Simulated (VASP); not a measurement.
Ni, 1 atom in the cell. The structure is cubic, space group Im-3m (No. 229). Conventional cell: a = 2.751 Å, b = 2.751 Å, c = 2.751 Å, α = 90.00°, β = 90.00°, γ = 90.00°. Ni (site symmetry m-3m) has 14 Ni at 2.38 to 2.75 Å within 3.1 Å. 

* Program: VASP 6.6.1
* Task: single point
* Functional: PBEsol
* Potentials or basis: VASP PAW PBE potentials, release 64 (Ni)
* Cutoff: 520 eV
* k mesh: 18 × 18 × 18
* Occupations: fermi-dirac, width 0.1 eV
* Spin: no spin polarisation
* Dipole correction: no
* Further INCAR settings: ALGO = Normal; EDIFF = 1e-06; NBANDS = 11

Potentials or basis: VASP PAW PBE potentials, release 64 (Ni).

Run with:

```sh
$ cat potpaw_PBE.64/Ni/POTCAR > POTCAR
$ mpirun -np 1 vasp_std > vasp.out
```

Hardware: 1 thread of Intel(R) Xeon(R) 6975P-C (Granite Rapids), on a shared host.

Problem. How long does it take, and how much memory?

Solution. Run time: 7.7 s on 1 thread of Intel(R) Xeon(R) 6975P-C (Granite Rapids) (shared host), peak memory 0.14 GiB. Counts: scf iterations 11, k points 195.
